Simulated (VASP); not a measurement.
# GaGe3 (Fm-3m) in VASP: a series of runs

The runs below take GaGe3 through single point, relaxation of cell and atoms, with PBE.

Everything below comes from runs of VASP 6.6.1. Logs are shortened: lines on timing, memory, paths and dates and some standing lists are left out, and cuts for length are marked.

## Step 1: The cell of the first run

The structure is cubic, space group Fm-3m (No. 225). The conventional cell has a = 6.791 Å, b = 6.791 Å, c = 6.791 Å, α = 90.00°, β = 90.00°, γ = 90.00°. Ga (site symmetry m-3m) has 14 Ge at 2.94 to 3.40 Å within 3.9 Å. Within 3.9 Å of Ge (site symmetry m-3m) lie 8 Ge at 2.94 Å and 6 Ga at 3.40 Å. Within 3.9 Å of Ge (site symmetry -43m) lie 4 Ga at 2.94 Å and 10 Ge at 2.94 to 3.40 Å.

## Step 2: Single point, PBE

File INCAR:

```
SYSTEM = GaGe3
PREC = Accurate
ENCUT = 500
EDIFF = 1E-6
ISMEAR = 0
SIGMA = 0.1
LREAL = .False.
LASPH = .True.
NELM = 120
ALGO = Normal
ISIF = 2
LWAVE = .False.
LCHARG = .False.
GGA = PE
NBANDS = 36
GGA_COMPAT = .False.
```

File KPOINTS:

```
Automatic mesh
0
Gamma
  6 6 6
  0 0 0
```

File POSCAR:

```
GaGe3
1.0
    0.0000000000      3.3954608588      3.3954608588
    3.3954608588      0.0000000000      3.3954608588
    3.3954608588      3.3954608588      0.0000000000
Ga Ge
1 3
Direct
    0.0000000000      0.0000000000      0.0000000000
    0.5000000000      0.5000000000      0.5000000000
    0.2500000000      0.2500000000      0.2500000000
    0.7500000000      0.7500000000      0.7500000000
```

Potentials or basis: VASP PAW PBE potentials, release 64 (Ga_d, Ge_d).

Started as:

```bash
$ cat potpaw_PBE.64/Ga_d/POTCAR potpaw_PBE.64/Ge_d/POTCAR > POTCAR
$ mpirun -np 1 vasp_std > vasp.out
```

OUTCAR:

```text
SYSTEM = GaGe3
   PREC = Accurate
   ENCUT = 500
   EDIFF = 1E-6
   ISMEAR = 0
   LREAL = .False.
   LASPH = .True.
   NELM = 120
   ISIF = 2
   GGA = PE

 ion  position               nearest neighbor table
   1  0.000  0.000  0.000-
   2  0.500  0.500  0.500-
   3  0.250  0.250  0.250-
   4  0.750  0.750  0.750-

  LATTYP: Found a face centered cubic cell.
 ALAT       =     6.7909217176

  Lattice vectors:

 A1 = (   0.0000000000,   3.3954608588,   3.3954608588)
 A2 = (   3.3954608588,   0.0000000000,   3.3954608588)
 A3 = (   3.3954608588,   3.3954608588,   0.0000000000)

Analysis of symmetry for initial positions (statically):
=====================================================================
 Subroutine PRICEL returns:
 Original cell was already a primitive cell.

 Routine SETGRP: Setting up the symmetry group for a
 face centered cubic supercell.

 Subroutine GETGRP returns: Found 48 space group operations
 (whereof 48 operations were pure point group operations)
 out of a pool of 48 trial point group operations.

The static configuration has the point symmetry O_h .

Analysis of symmetry for dynamics (positions and initial velocities):
=====================================================================
 Subroutine PRICEL returns:
 Original cell was already a primitive cell.

 Routine SETGRP: Setting up the symmetry group for a
 face centered cubic supercell.

 Subroutine GETGRP returns: Found 48 space group operations
 (whereof 48 operations were pure point group operations)
 out of a pool of 48 trial point group operations.

The dynamic configuration has the point symmetry O_h .

 Subroutine INISYM returns: Found 48 space group operations
 (whereof 48 operations are pure point group operations),
 and found     1 'primitive' translations

----------------------------------------------------------------------------------------

                                     Primitive cell

  volume of cell :      78.2936

  direct lattice vectors                    reciprocal lattice vectors
     0.000000000  3.395460859  3.395460859    -0.147255416  0.147255416  0.147255416
     3.395460859  0.000000000  3.395460859     0.147255416 -0.147255416  0.147255416
     3.395460859  3.395460859  0.000000000     0.147255416  0.147255416 -0.147255416

  length of vectors
     4.801906797  4.801906797  4.801906797     0.255053862  0.255053862  0.255053862

  position of ions in fractional coordinates (direct lattice)
     0.000000000  0.000000000  0.000000000
     0.500000000  0.500000000  0.500000000
     0.250000000  0.250000000  0.250000000
     0.750000000  0.750000000  0.750000000

  ion indices of the primitive-cell ions
   primitive index   ion index
                 1           1
                 2           2
                 3           3
                 4           4

----------------------------------------------------------------------------------------

 KPOINTS: Automatic mesh

Automatic generation of k-mesh.
 Grid dimensions read from file:
 generate k-points for:    6    6    6

 Generating k-lattice:

  Cartesian coordinates                     Fractional coordinates (reciprocal lattice)
    -0.024542569  0.024542569  0.024542569     0.166666667  0.000000000  0.000000000
     0.024542569 -0.024542569  0.024542569     0.000000000  0.166666667  0.000000000
     0.024542569  0.024542569 -0.024542569     0.000000000  0.000000000  0.166666667

  Length of vectors
     0.042508977  0.042508977  0.042508977

  Shift w.r.t. Gamma in fractional coordinates (k-lattice)
     0.000000000  0.000000000  0.000000000

 Subroutine IBZKPT returns following result:
 ===========================================

 Found     16 irreducible k-points:

 Following reciprocal coordinates:
            Coordinates               Weight
  0.000000  0.000000  0.000000      1.000000
  0.166667  0.000000  0.000000      8.000000
  0.333333  0.000000  0.000000      8.000000
  0.500000  0.000000  0.000000      4.000000
  0.166667  0.166667  0.000000      6.000000
  0.333333  0.166667  0.000000     24.000000
[... 8 lines left out ...]
 -0.333333  0.333333  0.166667     24.000000
 -0.333333  0.500000  0.166667     12.000000
   k-points           NKPTS =     16   k-points in BZ     NKDIM =     16   number of bands    NBANDS=     36
   number of dos      NEDOS =    301   number of ions     NIONS =      4
   total plane-waves  NPLWV =  46656
   dimension x,y,z NGX =    36 NGY =   36 NGZ =   36
   dimension x,y,z NGXF=    72 NGYF=   72 NGZF=   72
   ions per type =               1   3
   NGX,Y,Z   is equivalent  to a cutoff of  12.46, 12.46, 12.46 a.u.
   NGXF,Y,Z  is equivalent  to a cutoff of  24.93, 24.93, 24.93 a.u.
 SYSTEM =  GaGe3
   PREC   = accura    normal or accurate (medium, high low for compatibility)
   ISTART =      0    job   : 0-new  1-cont  2-samecut
   ICHARG =      2    charge: 1-file 2-atom 10-const
   ISPIN  =      1    spin polarized calculation?
   LNONCOLLINEAR =      F non collinear calculations
   LSORBIT =      F    spin-orbit coupling
   LASPH  =      T    aspherical Exc in radial PAW
   ENCUT  =  500.0 eV  36.75 Ry    6.06 a.u.   8.75  8.75  8.75*2*pi/ulx,y,z
   NELM   =    120;   NELMIN=  2; NELMDL= -5     # of ELM steps
   EDIFF  = 0.1E-05   stopping-criterion for ELM
   LREAL  =      F    real-space projection
   EDIFFG = 0.1E-04   stopping-criterion for IOM
   NSW    =      0    number of steps for IOM
   IBRION =     -1    ionic relax: 0-MD 1-quasi-New 2-CG
   NFREE  =      0    steps in history (QN), initial steepest desc. (CG)
   ISIF   =      2    stress and relaxation
   ISYM   =      2    0-nonsym 1-usesym 2-fastsym
   POTIM  = 0.5000    time-step for ionic-motion
   TEBEG  =    0.0;   TEEND  =   0.0 temperature during run
   PSTRESS=    0.0 pullay stress
   NELECT =      55.0000    total number of electrons
   NUPDOWN=      -1.0000    fix difference up-down
   EMIN   =  10.00;   EMAX   =-10.00  energy-range for DOS
   EFERMI =   0.00;   METHOD = LEGACY
   ISMEAR =     0;   SIGMA  =   0.10  broadening in eV -4-tet -1-fermi 0-gaus
   EFERMI_NEDOS =   21; number of points for ismear=-14 and -15
   IALGO  =     38    algorithm
   IMIX   =      4    mixing-type and parameters
     AMIX     =   0.40;   BMIX     =  1.00
     AMIX_MAG =   1.60;   BMIX_MAG =  1.00
  volume/ion in A,a.u.               =      19.57       132.09
  Fermi-wavevector in a.u.,A,eV,Ry     =   1.455304  2.750125 28.815904  2.117909
  Thomas-Fermi vector in A             =   2.572354
   LORBIT       =      0    0 simple, 1 ext, 2 COOP (PROOUT), +10 PAW based schemes
   GGA     = PE    functional components
   LHFCALC =     F    Hartree Fock is set to
   AEXX    =    0.0000 exact exchange contribution
   IVDW    =     0    specifies the selected vdW correction
   LEPSILON=     F    determine dielectric tensor
   LRPA    =     F    only Hartree local field effects (RPA)
 non-spin polarized calculation
 Gauss-broadening in eV      SIGMA  =   0.10
  energy-cutoff  :      500.00
  volume of cell :       78.29
 maximum number of plane-waves:      2012
   NGX = 17   NGY = 17   NGZ = 17

 number of electron      55.0000025 magnetization

 Free energy of the ion-electron system (eV)
  ---------------------------------------------------
  ext. energy  EPLUGINS =         0.00000000
  ---------------------------------------------------
  free energy    TOTEN  =       -15.29463707 eV

  energy without entropy =      -15.29110007  energy(sigma->0) =      -15.29286857

 E-fermi :   6.0056     XC(G=0): -11.0470

 val. band max:        5.9248054519   @ k =   0.1667   0.1667   0.0000
 cond. band min:       6.1282308481   @ k =  -0.3333   0.3333   0.0000
 fundamental gap:      0.2034253962
 Fermi energy:         6.0056311922

 k-point     1 :       0.0000    0.0000    0.0000
  band No.  band energies     occupation
      1     -18.6221      2.00000
      2     -18.6221      2.00000
      3     -18.6087      2.00000
      4     -18.6087      2.00000
      5     -18.6087      2.00000
      6     -18.6047      2.00000
[... 28 lines left out ...]
     35      10.8289      0.00000
     36      15.7238      0.00000

 k-point     2 :       0.1667    0.0000    0.0000
  band No.  band energies     occupation
      1     -18.6181      2.00000
      2     -18.6181      2.00000
      3     -18.6151      2.00000
      4     -18.6120      2.00000
      5     -18.6120      2.00000
      6     -18.6023      2.00000
[... 28 lines left out ...]
     35      11.9670      0.00000
     36      13.7975      0.00000

 k-point     3 :       0.3333    0.0000    0.0000
  band No.  band energies     occupation
      1     -18.6164      2.00000
      2     -18.6164      2.00000
      3     -18.6147      2.00000
      4     -18.6075      2.00000
      5     -18.6075      2.00000
      6     -18.5998      2.00000
[... 28 lines left out ...]
     35      12.8974      0.00000
     36      12.8974      0.00000

 k-point     4 :       0.5000    0.0000    0.0000
  band No.  band energies     occupation
      1     -18.6182      2.00000
      2     -18.6182      2.00000
      3     -18.6095      2.00000
      4     -18.5993      2.00000
      5     -18.5990      2.00000
      6     -18.5990      2.00000
[... 28 lines left out ...]
     35      12.5295      0.00000
     36      13.8182      0.00000

 k-point     5 :       0.1667    0.1667    0.0000
  band No.  band energies     occupation
      1     -18.6198      2.00000
      2     -18.6160      2.00000
      3     -18.6160      2.00000
      4     -18.6150      2.00000
      5     -18.6091      2.00000
      6     -18.6017      2.00000
[... 28 lines left out ...]
     35      13.2759      0.00000
     36      14.2094      0.00000

 k-point     6 :       0.3333    0.1667    0.0000
  band No.  band energies     occupation
      1     -18.6187      2.00000
      2     -18.6185      2.00000
      3     -18.6143      2.00000
      4     -18.6103      2.00000
      5     -18.6051      2.00000
      6     -18.6023      2.00000
[... 28 lines left out ...]
     35      12.4758      0.00000
     36      12.7328      0.00000

 k-point     7 :       0.5000    0.1667    0.0000
  band No.  band energies     occupation
      1     -18.6188      2.00000
      2     -18.6169      2.00000
      3     -18.6100      2.00000
      4     -18.6044      2.00000
      5     -18.6042      2.00000
      6     -18.5990      2.00000
[... 28 lines left out ...]
     35      13.0113      0.00000
     36      13.4512      0.00000

 k-point     8 :      -0.3333    0.1667    0.0000
  band No.  band energies     occupation
      1     -18.6192      2.00000
      2     -18.6152      2.00000
      3     -18.6112      2.00000
      4     -18.6074      2.00000
      5     -18.6038      2.00000
      6     -18.6005      2.00000
[... 28 lines left out ...]
     35      12.8747      0.00000
     36      13.4700      0.00000

 k-point     9 :      -0.1667    0.1667    0.0000
  band No.  band energies     occupation
      1     -18.6195      2.00000
      2     -18.6152      2.00000
      3     -18.6136      2.00000
      4     -18.6104      2.00000
      5     -18.6092      2.00000
      6     -18.6055      2.00000
[... 28 lines left out ...]
     35      12.9820      0.00000
     36      13.8467      0.00000

 k-point    10 :       0.3333    0.3333    0.0000
  band No.  band energies     occupation
      1     -18.6201      2.00000
      2     -18.6201      2.00000
      3     -18.6150      2.00000
      4     -18.6142      2.00000
      5     -18.5986      2.00000
      6     -18.5971      2.00000
[... 28 lines left out ...]
     35      11.9648      0.00000
     36      11.9693      0.00000

 k-point    11 :       0.5000    0.3333    0.0000
  band No.  band energies     occupation
      1     -18.6201      2.00000
      2     -18.6183      2.00000
      3     -18.6126      2.00000
      4     -18.6101      2.00000
      5     -18.6060      2.00000
      6     -18.5991      2.00000
[... 28 lines left out ...]
     35      12.4709      0.00000
     36      12.8776      0.00000

 k-point    12 :      -0.3333    0.3333    0.0000
  band No.  band energies     occupation
      1     -18.6178      2.00000
      2     -18.6150      2.00000
      3     -18.6119      2.00000
      4     -18.6077      2.00000
      5     -18.6029      2.00000
      6     -18.6025      2.00000
[... 28 lines left out ...]
     35      13.4341      0.00000
     36      13.7622      0.00000

 k-point    13 :       0.5000    0.5000    0.0000
  band No.  band energies     occupation
      1     -18.6204      2.00000
      2     -18.6204      2.00000
      3     -18.6156      2.00000
      4     -18.6125      2.00000
      5     -18.6041      2.00000
      6     -18.5987      2.00000
[... 28 lines left out ...]
     35      13.3539      0.00000
     36      13.3548      0.00000

 k-point    14 :       0.5000    0.3333    0.1667
  band No.  band energies     occupation
      1     -18.6198      2.00000
      2     -18.6170      2.00000
      3     -18.6105      2.00000
      4     -18.6086      2.00000
      5     -18.6071      2.00000
      6     -18.6002      2.00000
[... 28 lines left out ...]
     35      12.3253      0.00000
     36      13.3958      0.00000

 k-point    15 :      -0.3333    0.3333    0.1667
  band No.  band energies     occupation
      1     -18.6175      2.00000
      2     -18.6156      2.00000
      3     -18.6115      2.00000
      4     -18.6061      2.00000
      5     -18.6052      2.00000
      6     -18.6022      2.00000
[... 28 lines left out ...]
     35      13.1012      0.00000
     36      13.3858      0.00000

 k-point    16 :      -0.3333    0.5000    0.1667
  band No.  band energies     occupation
      1     -18.6177      2.00000
      2     -18.6174      2.00000
      3     -18.6115      2.00000
      4     -18.6093      2.00000
      5     -18.6070      2.00000
      6     -18.6029      2.00000
[... 28 lines left out ...]
     35      12.4747      0.00000
     36      12.5486      0.00000

------------------------ aborting loop because EDIFF is reached ----------------------------------------

  FORCE on cell =-STRESS in cart. coord.  units (eV):
  Direction    XX          YY          ZZ          XY          YZ          ZX
  --------------------------------------------------------------------------------------
  -------------------------------------------------------------------------------------
  Total       -0.0064210     -0.0064210     -0.0064210      0.0000000      0.0000000      0.0000000
  in kB       -0.1313982     -0.1313982     -0.1313982      0.0000000      0.0000000      0.0000000
  external PRESSURE =      -0.1313982 kB  Pullay stress =       0.0000000 kB

 VOLUME and BASIS-vectors are now :
 -----------------------------------------------------------------------------
  energy-cutoff  :      500.00
  volume of cell :       78.29
      direct lattice vectors                 reciprocal lattice vectors
     0.000000000  3.395460859  3.395460859    -0.147255416  0.147255416  0.147255416
     3.395460859  0.000000000  3.395460859     0.147255416 -0.147255416  0.147255416
     3.395460859  3.395460859  0.000000000     0.147255416  0.147255416 -0.147255416

 POSITION                                       TOTAL-FORCE (eV/Angst)
 -----------------------------------------------------------------------------------
      0.00000      0.00000      0.00000         0.000000      0.000000      0.000000
      3.39546      3.39546      3.39546         0.000000      0.000000      0.000000
      1.69773      1.69773      1.69773         0.000000      0.000000      0.000000
      5.09319      5.09319      5.09319        -0.000000     -0.000000     -0.000000
 -----------------------------------------------------------------------------------
    total drift:                                0.000000      0.000000      0.000000

  FREE ENERGIE OF THE ION-ELECTRON SYSTEM (eV)
  ---------------------------------------------------
  free  energy   TOTEN  =       -15.2946370653 eV

  energy  without entropy=      -15.2911000667  energy(sigma->0) =      -15.29286857
```

Run time: 95 s. Hardware: 1 thread of Intel Xeon 8259CL, shared host; peak memory 0.22 GiB.

Results:

```yaml
Free_energy: -15.2946 eV
Pressure: 0.0 GPa
Band_gap_on_the_k_mesh: zero (an odd number of electrons rules out a gap without spin polarisation)
```

Levels at points of the mesh, in eV from the Fermi level:
```csv
k point,band 26,band 27,band 28,band 29,band 30,band 31
"(0.00, 0.00, 0.00)",-1.47,-1.18,-1.16,-1.16,-1.16,0.34
"(0.50, 0.00, 0.00)",-2.45,-1.93,-1.93,1.81,1.83,4.06
"(0.50, 0.50, 0.00)",-4.67,2.92,3.03,3.03,3.39,3.77
```

(Part 1 of 2 ends here.)

The gap in the log of VASP goes by the Fermi energy; the results here count the filled bands.